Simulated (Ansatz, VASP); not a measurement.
# One calculation of NiO, two programs

The input INCAR:

```
SYSTEM = NiO
ALGO = Normal
EDIFF = 1E-6
EDIFFG = -0.003
ENCUT = 600
GGA = PS
IBRION = 2
ISIF = 3
ISMEAR = 0
ISPIN = 2
LASPH = .TRUE.
LCHARG = .FALSE.
LDAU = .TRUE.
LDAUJ = 0 0
LDAUL = 2 -1
LDAUPRINT = 1
LDAUTYPE = 2
LDAUU = 5 0
LMAXMIX = 4
LORBIT = 11
LREAL = .FALSE.
LWAVE = .FALSE.
MAGMOM = 2 -2 0 0
NELM = 150
NSW = 80
PREC = Accurate
SIGMA = 0.01
```

The input KPOINTS:

```
k-points
0
G
  6 6 6
  0 0 0
```

POSCAR

```
NiO
1.0
    2.0885000000      2.0885000000      4.1770000000
    4.1770000000      2.0885000000      2.0885000000
    2.0885000000      4.1770000000      2.0885000000
Ni O
2 2
Direct
    0.0000000000      0.0000000000      0.0000000000
    0.5000000000      0.5000000000      0.5000000000
    0.2500000000      0.2500000000      0.2500000000
    0.7500000000      0.7500000000      0.7500000000
```

Input for Ansatz:

```yaml
crystal:
  lattice:
    - [2.0885, 2.0885, 4.177]
    - [4.177, 2.0885, 2.0885]
    - [2.0885, 4.177, 2.0885]
  atoms:
    - { symbol: Ni, position: [0.0, 0.0, 0.0], spin: 2.0 }
    - { symbol: Ni, position: [0.5, 0.5, 0.5], spin: -2.0 }
    - { symbol: O, position: [0.25, 0.25, 0.25] }
    - { symbol: O, position: [0.75, 0.75, 0.75] }
magnetization:
  spin_polarized: true
scf:
  occupations: { method: fixed }
output:
  forces: true
  stress: true
  populations: true
  write_density: true
  write_potential: true
  elf: true
  volumetric_format: npy
hamiltonian:
  hubbard: { sites: [{ species: Ni, l: d, u_eff: 5.0 }] }
  xc: pbesol
relax:
  f_tol: 0.003
  cell: { stress_tol: 0.02 }
kpoints:
  mp_grid: { grid: [6, 6, 6] }
```

Alike in both runs: task relaxation of cell and atoms; functional PBEsol; k mesh 6 × 6 × 6; collinear spin; Hubbard terms Ni d U = 5.0 eV.

|  | VASP | Ansatz |
| --- | --- | --- |
| version | VASP 6.6.1 | Ansatz 0.2.0 |
| potentials or method | VASP PAW PBE potentials, release 64 (Ni, O) | scalar-relativistic, plane waves, PAW |
| plane-wave cutoff (eV) | 600 | 420 |
| occupations | gaussian, width 0.01 eV | fixed |
| valence electrons in the cell | 32 | 48 |

|  | VASP | Ansatz | Ansatz less VASP |
| --- | --- | --- | --- |
| gap on the k mesh at the Fermi level, each at its own relaxed structure (eV) | 3.06 | 2.91 | -0.153 |
| net moment per atom (μB) | 0.00 | 0.00 | 0.000 |
| size of the moment on the site where the two differ most (μB) | 1.66 | 1.61 | -0.043 |
| relaxed volume (Å³/atom) | 8.68 | 9.06 | +0.381 |
| relaxed cell length with the largest relative difference (Å) | 5.028 | 5.100 | +0.0719 |

VASP's potentials were made for PBE, not for PBEsol. Site moments also hang on the region over which each program counts them. The programs project onto different local orbitals, so the same U acts differently, and such runs can settle in different states. VASP's potentials hold 32 valence electrons a cell and Ansatz's 48, so a difference there can come from the potentials and not from the codes. Ansatz's warnings: end state compared, metallic iterate.
